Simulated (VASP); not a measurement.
Here is a VASP 6.6.1 calculation.

Contents of INCAR:

```
PREC = Accurate
ENCUT = 500
EDIFF = 1E-6
ISMEAR = 0
SIGMA = 0.1
LREAL = False
LASPH = True
NELM = 300
ALGO = All
ISIF = 2
LWAVE = False
LCHARG = False
GGA = PE
NBANDS = 34
GGA_COMPAT = False
LMAXMIX = 6
ISEARCH = 1
KPAR = 4
```

KPOINTS

```
Automatic mesh
0
Gamma
  6 6 6
```

Contents of POSCAR:

```
Sr4La
1.0
   -4.2246889293      4.2246889293      4.2246889293
    4.2246889293     -4.2246889293      4.2246889293
    4.2246889293      4.2246889293     -4.2246889293
Sr La
4 1
Direct
    0.5000000000      0.5000000000      0.5000000000
    0.0000000000      0.0000000000      0.5000000000
    0.0000000000      0.5000000000      0.0000000000
    0.5000000000      0.0000000000      0.0000000000
    0.0000000000      0.0000000000      0.0000000000
```

Potentials or basis: VASP PAW PBE potentials, release 64 (Sr_sv, La).

Run with:

```console
$ cat potpaw_PBE.64/Sr_sv/POTCAR potpaw_PBE.64/La/POTCAR > POTCAR
$ mpirun -np 4 vasp_std > vasp.out
```

Problem. Estimate the pressure.

Solution. 0.0 GPa.

Problem. What does it give for the band gap on the k mesh?

Solution. Zero (an odd number of electrons rules out a gap without spin polarisation).

Caveat: spin-orbit coupling is left out, which moves the levels of the heavy elements.
